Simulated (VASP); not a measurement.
Input of a VASP 6.6.1 run:

INCAR

```
SYSTEM = Pb
PREC = Accurate
ENCUT = 600
EDIFF = 1E-6
ISMEAR = -1
SIGMA = 0.05
LREAL = .FALSE.
LASPH = .TRUE.
NELM = 60
ALGO = Normal
ISIF = 3
LWAVE = .FALSE.
LCHARG = .FALSE.
GGA = PS
IBRION = 2
NSW = 80
EDIFFG = -0.02
PSTRESS = 100.0
```

File KPOINTS:

```
regular mesh
0
G
  9 9 5
  0 0 0
```

File POSCAR:

```
Pb
1.0
    3.4800000000      0.0000000000      0.0000000000
   -1.7400000000      3.0137684052      0.0000000000
    0.0000000000      0.0000000000      5.5900000000
Pb
2
Direct
    0.6666666667      0.3333333333      0.7500000000
    0.3333333333      0.6666666667      0.2500000000
```

Potentials or basis: VASP PAW PBE potentials, release 64 (Pb_d).

Command:

```sh
$ cat potpaw_PBE.64/Pb_d/POTCAR > POTCAR
$ mpirun -np 1 vasp_std > vasp.out
```

Problem. Predict the relaxed volume.

Solution. 25.82 Å³/atom.

Problem. Predict the band gap on the k mesh.

Solution. Zero (band 14 reaches 16.09 eV, above the bottom of band 15 at 6.68 eV).

Final structure:
```cif
data_structure
_symmetry_space_group_name_H-M 'P 1'
_symmetry_Int_Tables_number 1
_cell_length_a 3.2746
_cell_length_b 3.2746
_cell_length_c 5.5601
_cell_angle_alpha 90.000
_cell_angle_beta 90.000
_cell_angle_gamma 120.000
_cell_volume 51.63
loop_
_atom_site_label
_atom_site_type_symbol
_atom_site_fract_x
_atom_site_fract_y
_atom_site_fract_z
_atom_site_occupancy
Pb1 Pb 0.66667 0.33333 0.75000 1
Pb2 Pb 0.33333 0.66667 0.25000 1
```

Caveat: the cell is relaxed towards a set pressure, so the enthalpy falls and the energy may rise; the PAW data sets were made with another functional, which shifts forces and pressure a little; spin-orbit coupling is left out, which moves the levels of the heavy elements.
